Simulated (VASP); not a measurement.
Set up this calculation in VASP 6.6.1, as the native input.

| Quantity | Value |
| --- | --- |
| Task | single point |
| Functional | PBE |
| Potentials or basis | VASP PAW PBE potentials, release 64 (Cs_sv, Sn_d, I) |
| Cutoff | 520 eV |
| k mesh | 6 × 6 × 6 |
| Occupations | gaussian, width 0.03 eV |
| Spin | no spin polarisation |
| Dipole correction | no |
| Further INCAR settings | ALGO = Normal; EDIFF = 1e-06; NBANDS = 30 |

The structure of CsSnI3 lies in POSCAR:

```
CsSnI3
1.0
    6.2057000000      0.0000000000      0.0000000000
    0.0000000000      6.2057000000      0.0000000000
    0.0000000000      0.0000000000      6.2987855000
Cs Sn I
1 1 3
Direct
    0.0000000000      0.0000000000      0.0000000000
    0.5000000000      0.5000000000      0.5000000000
    0.0000000000      0.5000000000      0.5000000000
    0.5000000000      0.0000000000      0.5000000000
    0.5000000000      0.5000000000      0.0000000000
```

This cell differs from its parent crystal: strain +0.000 along x and y, +0.015 along z.

One way to write it, as run:

INCAR

```
SYSTEM = CsSnI3
PREC = Accurate
ENCUT = 520
EDIFF = 1E-6
ISMEAR = 0
SIGMA = 0.03
LREAL = .FALSE.
LASPH = .TRUE.
NELM = 60
ALGO = Normal
ISIF = 2
LWAVE = .FALSE.
LCHARG = .FALSE.
GGA = PE
NBANDS = 30
```

KPOINTS

```
Automatic mesh
0
G
  6 6 6
  0 0 0
```

Potentials or basis: VASP PAW PBE potentials, release 64 (Cs_sv, Sn_d, I).

Launch:

```console
$ cat potpaw_PBE.64/Cs_sv/POTCAR potpaw_PBE.64/Sn_d/POTCAR potpaw_PBE.64/I/POTCAR > POTCAR
$ mpirun -np 1 vasp_std > vasp.out
```

Results of the run:

| Quantity | Value |
| --- | --- |
| Pressure | 0.4 GPa |
| Band gap on the k mesh | 0.31 eV |

Caveat: the cell differs from its parent crystal (strain +0.000 along x and y, +0.015 along z); spin-orbit coupling is left out, which moves the levels of the heavy elements.

It took 110 s on 1 thread of Intel(R) Xeon(R) 6975P-C (Granite Rapids), on a shared host, peak memory 0.49 GiB.
